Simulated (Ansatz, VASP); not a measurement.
## Two plane-wave programs on Cr

```
CELL_PARAMETERS angstrom
3.04064 0.00000 0.00000
0.00000 3.04064 0.00000
0.00000 0.00000 3.04064
ATOMIC_POSITIONS crystal
Cr 0.00000 0.00000 0.00000
Cr 0.50000 0.50000 0.50000
```

Alike in both runs: task single point; functional r2SCAN; k mesh 17 × 17 × 17; occupations fermi-dirac, width 0.05 eV; collinear spin.

|  | VASP | Ansatz |
| --- | --- | --- |
| version | VASP 6.6.1 | Ansatz 0.2.0 |
| potentials or method | VASP PAW PBE potentials, release 64 (Cr_pv), cutoff 520 eV | plane waves (500 eV) with PAW, scalar-relativistic |
| valence electrons in the cell | 24 | 28 |

VASP gave:

```
pressure (GPa)                                                : -6.8
net moment per atom (μB)                                      : 0.00
size of the moment on the site where the two differ most (μB) : 2.97
```

Task: Which values does Ansatz return?

Result: Pressure (GPa): -7.3; net moment per atom (μB): 0.00; size of the moment on the site where the two differ most (μB): 2.81.

VASP's potentials were made for PBE, not for r2SCAN. Site moments also hang on the region over which each program counts them. With one functional, cell and mesh, what is left measures potentials, basis and numerics. VASP's potentials hold 24 valence electrons a cell and Ansatz's 28, so a difference there can come from the potentials and not from the codes. Ansatz's warnings: stability check not made.
